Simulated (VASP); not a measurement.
Wanted: the native input for a VASP 6.6.1 run.

- Task: single point
- Functional: PBE
- Potentials or basis: VASP PAW PBE potentials, release 64 (Al, O)
- Cutoff: 520 eV
- k mesh: 6 × 6 × 6
- Occupations: gaussian, width 0.05 eV
- Spin: no spin polarisation
- Dipole correction: no
- Further INCAR settings: ALGO = Normal; EDIFF = 1e-06; NBANDS = 35

The structure of Al2O3 lies in POSCAR:

```
Al2O3
1.0
    2.2623442438      1.3061650581      4.9389991301
   -2.2623442438      1.3061650581      4.9389991301
    0.0000000000     -2.6123301163      4.9389991301
Al O
4 6
Direct
    0.8559399590      0.8559399590      0.8559399590
    0.6440600410      0.6440600410      0.6440600410
    0.1440600410      0.1440600410      0.1440600410
    0.3559399590      0.3559399590      0.3559399590
    0.0561574040      0.4438425960      0.7500000000
    0.7500000000      0.0561574040      0.4438425960
    0.4438425960      0.7500000000      0.0561574040
    0.9438425960      0.5561574040      0.2500000000
    0.2500000000      0.9438425960      0.5561574040
    0.5561574040      0.2500000000      0.9438425960
```

This cell differs from its parent crystal: atoms shifted along a free coordinate, c/a of the conventional cell at fixed volume 3.2747.

One way to write it, as run:

INCAR

```
PREC = Accurate ; ENCUT = 520
EDIFF = 1E-6 ; ISMEAR = 0
SIGMA = 0.05 ; LREAL = False
LASPH = True ; NELM = 80
ALGO = Normal ; ISIF = 2
LWAVE = False ; LCHARG = False
GGA = PE ; NBANDS = 35
```

KPOINTS

```
Automatic mesh
0
Gamma
  6 6 6
```

Potentials or basis: VASP PAW PBE potentials, release 64 (Al, O).

Launch:

```sh
$ cat potpaw_PBE.64/Al/POTCAR potpaw_PBE.64/O/POTCAR > POTCAR
$ mpirun -np 1 vasp_std > vasp.out
```

It gave:

| Item | Value |
| --- | --- |
| Pressure | 6.9 GPa |
| Largest force | 1.015 eV/Å |
| Band gap on the k mesh | 4.34 eV |

Caveat: the stress differs along the axes, from -44 to 32 GPa; forces of over 1 eV/Å act on the atoms, so gaps and moduli don't describe the material at rest.

Wall time 66 s on 1 thread of AMD EPYC 9R45 96-Core Processor (Zen 5) (shared host), peak memory 0.25 GiB.
